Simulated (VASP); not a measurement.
# KTaO3 (Pm-3m) in VASP: further runs, part 2 of 2

VASP 6.6.1. The steps go on from the part before.

### Step 3. Single point, HSE06

POSCAR reads:

```
KTaO3
1.0
    3.9901311086      0.0000000000      0.0000000000
    0.0000000000      3.9901311086      0.0000000000
    0.0000000000      0.0000000000      3.9901311086
K Ta O
1 1 3
Direct
    0.0000000000      0.0000000000      0.0000000000
    0.5000000000      0.5000000000      0.5000000000
    0.5000000000      0.5000000000      0.0000000000
    0.5000000000      0.0000000000      0.5000000000
    0.0000000000      0.5000000000      0.5000000000
```

INCAR.step1 reads:

```
SYSTEM = KTaO3
  PREC = Accurate
  ENCUT = 520
  EDIFF = 1E-5
  ISMEAR = 0
  SIGMA = 0.01
  LREAL = .False.
  LASPH = .True.
  NELM = 100
  ALGO = Normal
  ISIF = 2
  LWAVE = .True.
  NBANDS = 27
  GGA = PE
```

INCAR.step2 reads:

```
SYSTEM = KTaO3
  PREC = Accurate
  ENCUT = 520
  EDIFF = 1E-6
  ISMEAR = 0
  SIGMA = 0.01
  LREAL = .False.
  LASPH = .True.
  NELM = 100
  ALGO = Normal
  ISIF = 2
  LWAVE = .False.
  LCHARG = .True.
  GGA = PE
  LHFCALC = .True.
  HFSCREEN = 0.2079
  PRECFOCK = Fast
  LELF = .True.
  LVHAR = .True.
  NBANDS = 27
  ISTART = 1
```

KPOINTS reads:

```
regular mesh
0
Gamma
  4 4 4
  0 0 0
```

Potentials or basis: VASP PAW PBE potentials, release 64 (K_sv, Ta_pv, O).

Command:

```
> cat potpaw_PBE.64/K_sv/POTCAR potpaw_PBE.64/Ta_pv/POTCAR potpaw_PBE.64/O/POTCAR > POTCAR
> cp INCAR.step1 INCAR
> mpirun -np 1 vasp_std > vasp.out
> cp INCAR.step2 INCAR
> mpirun -np 1 vasp_std > vasp.out
```

OUTCAR:

```text
SYSTEM = KTaO3
   PREC = Accurate
   ENCUT = 520
   EDIFF = 1E-6
   ISMEAR = 0
   LREAL = .False.
   LASPH = .True.
   NELM = 100
   ISIF = 2
   GGA = PE
   LHFCALC = .True.
   HFSCREEN = 0.2079
   PRECFOCK = Fast
   ISTART = 1

 ion  position               nearest neighbor table
   1  0.000  0.000  0.000-   3 2.82   4 2.82   5 2.82   4 2.82   5 2.82   3 2.82   5 2.82   5 2.82
                             3 2.82   4 2.82   4 2.82   3 2.82   2 3.46   2 3.46   2 3.46   2 3.46
   2  0.500  0.500  0.500-   3 2.00   4 2.00   5 2.00   3 2.00   4 2.00   5 2.00   1 3.46   1 3.46
                             1 3.46   1 3.46   1 3.46   1 3.46   1 3.46   1 3.46
   3  0.500  0.500  0.000-   2 2.00   2 2.00   1 2.82   1 2.82   1 2.82   1 2.82
   4  0.500  0.000  0.500-   2 2.00   2 2.00   1 2.82   1 2.82   1 2.82   1 2.82
   5  0.000  0.500  0.500-   2 2.00   2 2.00   1 2.82   1 2.82   1 2.82   1 2.82

  LATTYP: Found a simple cubic cell.
 ALAT       =     3.9901311086

  Lattice vectors:

 A1 = (   3.9901311086,   0.0000000000,   0.0000000000)
 A2 = (   0.0000000000,   3.9901311086,   0.0000000000)
 A3 = (   0.0000000000,   0.0000000000,   3.9901311086)

Analysis of symmetry for initial positions (statically):
=====================================================================
 Subroutine PRICEL returns:
 Original cell was already a primitive cell.

 Routine SETGRP: Setting up the symmetry group for a
 simple cubic supercell.

 Subroutine GETGRP returns: Found 48 space group operations
 (whereof 48 operations were pure point group operations)
 out of a pool of 48 trial point group operations.

The static configuration has the point symmetry O_h .

Analysis of symmetry for dynamics (positions and initial velocities):
=====================================================================
 Subroutine PRICEL returns:
 Original cell was already a primitive cell.

 Routine SETGRP: Setting up the symmetry group for a
 simple cubic supercell.

 Subroutine GETGRP returns: Found 48 space group operations
 (whereof 48 operations were pure point group operations)
 out of a pool of 48 trial point group operations.

The dynamic configuration has the point symmetry O_h .

 Subroutine INISYM returns: Found 48 space group operations
 (whereof 48 operations are pure point group operations),
 and found     1 'primitive' translations

----------------------------------------------------------------------------------------

                                     Primitive cell

  volume of cell :      63.5275

  direct lattice vectors                    reciprocal lattice vectors
     3.990131109  0.000000000  0.000000000     0.250618331  0.000000000  0.000000000
     0.000000000  3.990131109  0.000000000     0.000000000  0.250618331  0.000000000
     0.000000000  0.000000000  3.990131109     0.000000000  0.000000000  0.250618331

  length of vectors
     3.990131109  3.990131109  3.990131109     0.250618331  0.250618331  0.250618331

  position of ions in fractional coordinates (direct lattice)
     0.000000000  0.000000000  0.000000000
     0.500000000  0.500000000  0.500000000
     0.500000000  0.500000000  0.000000000
     0.500000000  0.000000000  0.500000000
     0.000000000  0.500000000  0.500000000

  ion indices of the primitive-cell ions
[... 46 lines left out ...]
   number of dos      NEDOS =    301   number of ions     NIONS =      5
   total plane-waves  NPLWV =  27000
   dimension x,y,z NGX =    30 NGY =   30 NGZ =   30
   dimension x,y,z NGXF=    60 NGYF=   60 NGZF=   60
   ions per type =               1   1   3
   NGX,Y,Z   is equivalent  to a cutoff of  12.50, 12.50, 12.50 a.u.
   NGXF,Y,Z  is equivalent  to a cutoff of  25.00, 25.00, 25.00 a.u.
 SYSTEM =  KTaO3
   PREC   = accura    normal or accurate (medium, high low for compatibility)
   ISTART =      1    job   : 0-new  1-cont  2-samecut
   ICHARG =      0    charge: 1-file 2-atom 10-const
   ISPIN  =      1    spin polarized calculation?
   LNONCOLLINEAR =      F non collinear calculations
   LSORBIT =      F    spin-orbit coupling
   LASPH  =      T    aspherical Exc in radial PAW
   ENCUT  =  520.0 eV  38.22 Ry    6.18 a.u.   7.42  7.42  7.42*2*pi/ulx,y,z
   NELM   =    100;   NELMIN=  2; NELMDL=  0     # of ELM steps
   EDIFF  = 0.1E-05   stopping-criterion for ELM
   LREAL  =      F    real-space projection
   EDIFFG = 0.1E-04   stopping-criterion for IOM
   NSW    =      0    number of steps for IOM
   IBRION =     -1    ionic relax: 0-MD 1-quasi-New 2-CG
   NFREE  =      0    steps in history (QN), initial steepest desc. (CG)
   ISIF   =      2    stress and relaxation
   ISYM   =      3    0-nonsym 1-usesym 2-fastsym
   POTIM  = 0.5000    time-step for ionic-motion
   TEBEG  =    0.0;   TEEND  =   0.0 temperature during run
   PSTRESS=    0.0 pullay stress
   NELECT =      38.0000    total number of electrons
   NUPDOWN=      -1.0000    fix difference up-down
   EMIN   =  10.00;   EMAX   =-10.00  energy-range for DOS
   EFERMI =   0.00;   METHOD = LEGACY
   ISMEAR =     0;   SIGMA  =   0.01  broadening in eV -4-tet -1-fermi 0-gaus
   EFERMI_NEDOS =   21; number of points for ismear=-14 and -15
   IALGO  =     38    algorithm
   IMIX   =      1    mixing-type and parameters
     AMIX     =   0.40;   BMIX     =  1.00
     AMIX_MAG =   1.60;   BMIX_MAG =  1.00
  volume/ion in A,a.u.               =      12.71        85.74
  Fermi-wavevector in a.u.,A,eV,Ry     =   1.379375  2.606640 25.887452  1.902674
  Thomas-Fermi vector in A             =   2.504350
   LORBIT       =      0    0 simple, 1 ext, 2 COOP (PROOUT), +10 PAW based schemes
   GGA     = PE    functional components
   LHFCALC =     T    Hartree Fock is set to
   PRECFOCK=fast      Normal, Fast or Accurate (Low or Medium for compatibility)
   ENCUT4O =  -1.0   cutoff for four orbital integrals eV
   NKREDX  =     1    reduce k-point grid by
   NKREDY  =     1    reduce k-point grid by
   NKREDZ  =     1    reduce k-point grid by
   AEXX    =    0.2500 exact exchange contribution
   HFSCREEN=    0.2079 screening length (either q_TF or 0.3 A-1)
   HFSCREENC=   0.2079 screening length for correlation (either q_TF or 0.3 A-1)
   ENCUTFOCK=  -1.0 apply spherical cutoff to Coloumb kernel
   IVDW    =     0    specifies the selected vdW correction
   LEPSILON=     F    determine dielectric tensor
   LRPA    =     F    only Hartree local field effects (RPA)
 non-spin polarized calculation
 Gauss-broadening in eV      SIGMA  =   0.01
  energy-cutoff  :      520.00
  volume of cell :       63.53
 maximum number of plane-waves:      1743
 NGX is ok and might be reduce to    30
  NGX = 16; NGY = 16; NGZ = 16

 number of electron      37.9999976 magnetization

 Free energy of the ion-electron system (eV)
  ---------------------------------------------------
  ext. energy  EPLUGINS =         0.00000000
  ---------------------------------------------------
  free energy    TOTEN  =       -49.36302380 eV

  energy without entropy =      -49.36302380  energy(sigma->0) =      -49.36302380

 E-fermi :   0.7694     XC(G=0):  -8.9283

 val. band max:        0.6936638220   @ k =   0.5000   0.5000   0.5000
 cond. band min:       4.1723961537   @ k =   0.0000   0.0000   0.0000
 fundamental gap:      3.4787323318
 Fermi energy:         0.7694307860

 k-point     1 :       0.0000    0.0000    0.0000
  band No.  band energies     occupation
      1     -35.3944      2.00000
      2     -35.3944      2.00000
      3     -35.3944      2.00000
      4     -28.5445      2.00000
      5     -18.5047      2.00000
      6     -17.7659      2.00000
[... 289 lines left out ...]
     26      13.2545      0.00000
     27      15.0670      0.00000

------------------------ aborting loop because EDIFF is reached ----------------------------------------

  FORCE on cell =-STRESS in cart. coord.  units (eV):
  Direction    XX          YY          ZZ          XY          YZ          ZX
  --------------------------------------------------------------------------------------
  -------------------------------------------------------------------------------------
  Total       -0.1069729     -0.1069729     -0.1069729      0.0000000      0.0000000     -0.0000000
  in kB       -2.6978805     -2.6978805     -2.6978805      0.0000000      0.0000000     -0.0000000
  external PRESSURE =      -2.6978805 kB  Pullay stress =       0.0000000 kB

 VOLUME and BASIS-vectors are now :
 -----------------------------------------------------------------------------
  energy-cutoff  :      520.00
  volume of cell :       63.53
      direct lattice vectors                 reciprocal lattice vectors
     3.990131109  0.000000000  0.000000000     0.250618331  0.000000000  0.000000000
     0.000000000  3.990131109  0.000000000     0.000000000  0.250618331  0.000000000
     0.000000000  0.000000000  3.990131109     0.000000000  0.000000000  0.250618331

 POSITION                                       TOTAL-FORCE (eV/Angst)
 -----------------------------------------------------------------------------------
      0.00000      0.00000      0.00000         0.000000      0.000000      0.000000
      1.99507      1.99507      1.99507         0.000000      0.000000      0.000000
      1.99507      1.99507      0.00000         0.000000      0.000000      0.000000
      1.99507      0.00000      1.99507         0.000000      0.000000      0.000000
      0.00000      1.99507      1.99507         0.000000      0.000000      0.000000
 -----------------------------------------------------------------------------------
    total drift:                                0.000000      0.000000     -0.000000

  FREE ENERGIE OF THE ION-ELECTRON SYSTEM (eV)
  ---------------------------------------------------
  free  energy   TOTEN  =       -49.3630237952 eV

  energy  without entropy=      -49.3630237952  energy(sigma->0) =      -49.36302380
```

Run time: 9 min. Hardware: 1 thread of Intel Xeon Platinum 8559C (Emerald Rapids), shared host; peak memory 0.29 GiB.

Results:

| Item | Value |
| --- | --- |
| Free energy | -49.3630 eV |
| Pressure | -0.3 GPa |
| Band gap on the k mesh | 3.48 eV (least direct gap 4.13 eV) |

Caveat: the PAW data sets were made with another functional, which shifts forces and pressure a little; spin-orbit coupling is left out, which moves the levels of the heavy elements. A k mesh can miss the band edges.
